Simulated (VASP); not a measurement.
Al: single point with PBEsol

Crystal: Al.

```xyz
2
Lattice="3.0701 0.0000 0.0000 -1.5351 2.6588 0.0000 0.0000 0.0000 3.9963" Properties=species:S:1:pos:R:3 pbc="T T T"
Al    1.5351    0.8863    2.9972
Al    0.0000    1.7725    0.9991
```

This isn't the form of Al at room conditions, which is fcc.

This cell differs from its parent crystal: ratio of the length along z to the lengths across it x 0.8, volume and fractional coordinates fixed.

| Item | Value |
| --- | --- |
| Program | VASP 6.6.1 |
| Task | single point |
| Functional | PBEsol |
| Potentials or basis | VASP PAW PBE potentials, release 64 (Al) |
| Cutoff | 520 eV |
| k mesh | 24 × 24 × 14 |
| Occupations | gaussian, width 0.15 eV |
| Spin | no spin polarisation |

```yaml
Pressure: 4.9 GPa
Band_gap_on_the_k_mesh: zero (bands 3 and 4 overlap by 11.68 eV)
```

Stress tensor (GPa, compression positive):
```
-0.45  0.00  0.00
 0.00 -0.45  0.00
 0.00  0.00 15.68
```

Levels at points of the mesh, in eV from the Fermi level:
```tsv
k point	band 1	band 2	band 3	band 4	band 5	band 6	band 7
(0.00, 0.00, 0.00)	-11.16	-2.90	-1.37	7.16	7.16	8.33	8.33
(0.50, 0.00, 0.00)	-6.32	-5.74	1.30	2.40	3.14	3.20	3.64
(0.00, 0.00, 0.50)	-8.87	-8.87	8.30	8.30	9.05	9.05	9.05
(0.50, 0.00, 0.50)	-4.22	-4.22	-3.38	-3.38	5.13	5.13	6.98
```

Run time: 3.4 min on 1 thread of Intel Xeon 8259CL, with other jobs on the host, peak memory 0.24 GiB.

Caveat: the stress differs along the axes, from -0 to 16 GPa; the PAW data sets were made with another functional, which shifts forces and pressure a little.
